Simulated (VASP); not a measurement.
**ZnCu2SnS4: single point with PBEsol**

ZnCu2SnS4:

```
Sn Zn Cu S
1.0
    -2.77039    2.77039    5.53120
     2.77039   -2.77039    5.53120
     2.77039    2.77039   -5.53120
Sn Zn Cu S
1 1 2 4
Direct
  0.50000 0.50000 0.00000
  0.25000 0.75000 0.50000
  0.75000 0.25000 0.50000
  0.00000 0.00000 0.00000
  0.62799 0.62839 0.51280
  0.88481 0.37201 0.00040
  0.11559 0.11519 0.48720
  0.37161 0.88441 0.99960
```

- Program: VASP 6.6.1
- Task: single point
- Functional: PBEsol
- Potentials or basis: VASP PAW PBE potentials, release 64 (Sn_d, Zn, Cu, S)
- Cutoff: 520 eV
- k mesh: 7 × 7 × 7
- Occupations: fermi-dirac, width 0.05 eV
- Spin: no spin polarisation
- Dipole correction: no
- Further INCAR settings: ALGO = Normal; EDIFF = 1e-06; NBANDS = 46

```
Pressure      : -5.2 GPa
Largest force : 0.431 eV/Å
```

Forces in eV/Å, atoms in the order of the input:
```
Sn   0.000  0.000  0.000
Zn   0.000  0.000  0.000
Cu   0.000  0.000  0.000
Cu   0.000  0.000  0.000
S    0.065  0.411 -0.111
S   -0.411  0.065  0.111
S   -0.065 -0.411 -0.111
S    0.411 -0.065  0.111
```

Stress tensor (GPa, compression positive):
```
-5.16  0.00  0.00
 0.00 -5.16  0.00
 0.00  0.00 -5.26
```

Levels at points of the mesh, in eV from the Fermi level:
```csv
k point,band 32,band 33,band 34,band 35,band 36,band 37,band 38,band 39,band 40,band 41
"(0.00, 0.00, 0.00)",-1.48,-1.34,-0.18,-0.18,-0.10,-0.05,1.91,2.64,3.59,3.59
```

It took 5.2 min on 1 thread of Intel(R) Xeon(R) 6975P-C (Granite Rapids), with other jobs on the host, peak memory 0.61 GiB.

Caveat: the cell stands under tension; the PAW data sets were made with another functional, which shifts forces and pressure a little; spin-orbit coupling is left out, which moves the levels of the heavy elements.
